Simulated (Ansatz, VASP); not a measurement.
One calculation of Rh, two programs

Contents of INCAR:

```
SYSTEM = Rh
PREC = Accurate
ENCUT = 520
EDIFF = 1E-6
ISMEAR = -1
SIGMA = 0.15
LREAL = .False.
LASPH = .True.
NELM = 100
ALGO = Normal
ISIF = 2
LWAVE = .False.
LCHARG = .False.
NBANDS = 22
```

KPOINTS

```
Automatic mesh
0
Gamma
  14 14 8
  0 0 0
```

File POSCAR:

```
Rh
1.0
    2.7309790000      0.0000000000      0.0000000000
   -1.3654900000      2.3650970000      0.0000000000
    0.0000000000      0.0000000000      4.4284890000
Rh
2
Direct
    0.6560962718      0.3121925514      0.7500000000
    0.3333333333      0.6666666667      0.2500000000
```

Input for Ansatz:

```yaml
crystal:
  lattice:
    - [2.730979, 0.0, 0.0]
    - [-1.36549, 2.365097, 0.0]
    - [0.0, 0.0, 4.428489]
  atoms:
    - { symbol: Rh, position: [0.6560962718142668, 0.31219255136963375, 0.75] }
    - { symbol: Rh, position: [0.3333333333333333, 0.6666666666666666, 0.25] }
basis:
  ecutwfc: 510.0
kpoints:
  mp_grid:
    grid: [14, 14, 8]
hamiltonian:
  xc: lda
scf:
  occupations:
    method: fermi_dirac
    width: 0.15
output:
  forces: true
```

Alike in both runs: task single point; functional LDA; k mesh 14 × 14 × 8; occupations fermi-dirac, width 0.15 eV; no spin polarisation.

|  | VASP | Ansatz |
| --- | --- | --- |
| version | VASP 6.6.1 | Ansatz 0.2.0 |
| potentials or method | VASP PAW LDA potentials, release 64 (Rh_pv), cutoff 520 eV | plane waves, PAW |
| valence electrons in the cell | 30 | 34 |

```tsv
	VASP	Ansatz	Ansatz less VASP
rms of the force components (eV/Å)	0.100	0.100	-0.0007
```

LDA's correlation is that of Perdew and Zunger in VASP and of Perdew and Wang (1992) in Ansatz. Atom by atom the forces differ by 0.001 eV/Å (rms over components). VASP's potentials hold 30 valence electrons a cell and Ansatz's 34, so a difference there can come from the potentials and not from the codes.
